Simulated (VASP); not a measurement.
Write the native input for VASP 6.6.1 that does the following.

```yaml
Task: single point
Functional: PBE
Potentials_or_basis: VASP PAW PBE potentials, release 64 (Al, N)
Cutoff: 520 eV
k_mesh: 9 × 5 × 11
Occupations: gaussian, width 0.02 eV
Spin: no spin polarisation
Dipole_correction: no
Further_INCAR_settings: ALGO = Normal; EDIFF = 1e-07; NBANDS = 16; ISYM = 0
```

The structure of AlN lies in POSCAR:

```
AlN
1.0
    3.2184289305     -0.0000000020     -0.0000037285
   -1.6092144689      5.9378482822     -0.0063198665
   -1.6092171169     -1.3438919276      2.3306223059
Al N
2 2
Direct
    0.6723384668      0.0032524140      0.3414240640
    0.8372445407      0.5030774564      0.1714115601
    0.0507968533      0.3820411090      0.7195536277
    0.2096201392      0.8816290206      0.5376107482
```

One way to write it, as run:

INCAR

```
SYSTEM = AlN
  PREC = Accurate
  ENCUT = 520
  EDIFF = 1E-7
  ISMEAR = 0
  SIGMA = 0.02
  LREAL = .False.
  LASPH = .True.
  NELM = 60
  ALGO = Normal
  ISIF = 2
  LWAVE = .False.
  LCHARG = .False.
  GGA = PE
  ISYM = 0
  NBANDS = 16
```

KPOINTS

```
Automatic mesh
0
Gamma
  9 5 11
  0 0 0
```

Potentials or basis: VASP PAW PBE potentials, release 64 (Al, N).

Launch:

```sh
$ cat potpaw_PBE.64/Al/POTCAR potpaw_PBE.64/N/POTCAR > POTCAR
$ mpirun -np 1 vasp_std > vasp.out
```

Results of the run:

- Pressure: -8.1 GPa
- Band gap on the k mesh: 3.52 eV

Caveat: the stress differs along the axes, from -13 to -0 GPa.

Run time: 4.5 min on 1 thread of AMD EPYC 7R13, on a shared host, peak memory 0.25 GiB.
